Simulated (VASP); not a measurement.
Set up this calculation in VASP 6.6.1, as the native input.

* Task: single point
* Functional: LDA
* Potentials or basis: VASP PAW LDA potentials, release 64 (Mg, Se)
* Cutoff: 600 eV
* k mesh: 8 × 8 × 8
* Occupations: gaussian, width 0.05 eV
* Spin: no spin polarisation
* Dipole correction: no
* Further INCAR settings: ALGO = Normal; EDIFF = 1e-06; NBANDS = 11

The structure of MgSe lies in POSCAR:

```
MgSe
1.0
    0.0000000000      2.7255000000      2.7936375000
    2.7255000000      0.0000000000      2.7936375000
    2.7255000000      2.7255000000      0.0000000000
Mg Se
1 1
Direct
    0.0000000000      0.0000000000      0.0000000000
    0.5000000000      0.5000000000      0.5000000000
```

This cell differs from its parent crystal: strain +0.000 along x and y, +0.025 along z.

One way to write it, as run:

INCAR

```
  PREC = Accurate
  ENCUT = 600
  EDIFF = 1E-6
  ISMEAR = 0
  SIGMA = 0.05
  LREAL = False
  LASPH = True
  NELM = 120
  ALGO = Normal
  ISIF = 2
  LWAVE = False
  LCHARG = False
  NBANDS = 11
  GGA_COMPAT = False
```

KPOINTS

```
Automatic mesh
0
Gamma
  8 8 8
```

Potentials or basis: VASP PAW LDA potentials, release 64 (Mg, Se).

Run with:

```sh
$ cat potpaw_LDA.64/Mg/POTCAR potpaw_LDA.64/Se/POTCAR > POTCAR
$ mpirun -np 1 vasp_std > vasp.out
```

It gave:

```
Pressure               : -3.8 GPa
Band gap on the k mesh : 1.50 eV (least direct gap 2.16 eV)
```

Caveat: the cell differs from its parent crystal (strain +0.000 along x and y, +0.025 along z); the cell stands under tension.

It took 39 s on 1 thread of Intel Xeon 8259CL, with other jobs on the host, peak memory 0.18 GiB.
